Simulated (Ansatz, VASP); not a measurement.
One calculation of Si, two programs

```xyz
1
Lattice="2.6478 0.0000 0.0000 -1.3239 2.2930 0.0000 0.0000 0.0000 2.4875" Properties=species:S:1:pos:R:3 pbc="T T T"
Si    0.0000    0.0000    1.2438
```

Change from the starting cell: the structure that the rattled cell fell into.

Alike in both runs: functional PBE; k mesh 24 × 24 × 22; occupations gaussian, width 0.1 eV; no spin polarisation.

Ansatz relaxed the structure, and its values are those at the end. VASP's run is a single point on that final structure, the one shown.

|  | VASP | Ansatz |
| --- | --- | --- |
| version | VASP 6.6.1 | Ansatz 0.2.0 |
| potentials or method | VASP PAW PBE potentials, release 64 (Si), cutoff 520 eV | scalar-relativistic, plane waves, PAW |
| valence electrons in the cell | 4 | 4 |

|  | VASP | Ansatz | Ansatz less VASP |
| --- | --- | --- | --- |
| gap on the k mesh at the Fermi level (eV) | none | none | - |
| pressure (GPa) | -0.1 | 0.0 | +0.05 |

A gap of «none» marks a metal or a gap that the smearing closes.
